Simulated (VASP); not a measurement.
Write the native input for VASP 6.6.1 that does the following.

| Item | Value |
| --- | --- |
| Task | single point |
| Functional | PBEsol |
| Potentials or basis | VASP PAW PBE potentials, release 64 (W_sv, F) |
| Cutoff | 520 eV |
| k mesh | 14 × 14 × 14 |
| Occupations | gaussian, width 0.1 eV |
| Spin | no spin polarisation |
| Dipole correction | no |
| Further INCAR settings | ALGO = Normal; EDIFF = 1e-07; NBANDS = 21 |

The structure of WF2 lies in POSCAR:

```
WF2
1.0
    0.0000000000      2.8110445343      2.8110445343
    2.8110445343      0.0000000000      2.8110445343
    2.8110445343      2.8110445343      0.0000000000
W F
1 2
Direct
    0.0000000000      0.0000000000      0.0000000000
    0.2500000000      0.2500000000      0.2500000000
    0.7500000000      0.7500000000      0.7500000000
```

These files were run (other wordings do the same):

INCAR

```
  ALGO = Normal
  EDIFF = 1E-7
  ENCUT = 520
  GGA = PS
  ISIF = 2
  ISMEAR = 0
  LASPH = True
  LCHARG = True
  LELF = True
  LREAL = False
  LVHAR = True
  LWAVE = False
  NBANDS = 21
  NELM = 100
  PREC = Accurate
  SIGMA = 0.1
```

KPOINTS

```
k-points
0
Gamma
  14 14 14
```

Potentials or basis: VASP PAW PBE potentials, release 64 (W_sv, F).

Command:

```sh
$ cat potpaw_PBE.64/W_sv/POTCAR potpaw_PBE.64/F/POTCAR > POTCAR
$ mpirun -np 1 vasp_std > vasp.out
```

It gave:

The pressure is -22.1 GPa and the band gap on the k mesh is zero (band 14 reaches 5.19 eV, above the bottom of band 15 at 4.65 eV).

Caveat: the PAW data sets were made with another functional, which shifts forces and pressure a little; spin-orbit coupling is left out, which moves the levels of the heavy elements.

It took 74 s on 1 thread of Intel(R) Xeon(R) Platinum 8259CL CPU @ 2.50GHz (Skylake/Cascade Lake) (shared host), peak memory 0.23 GiB.
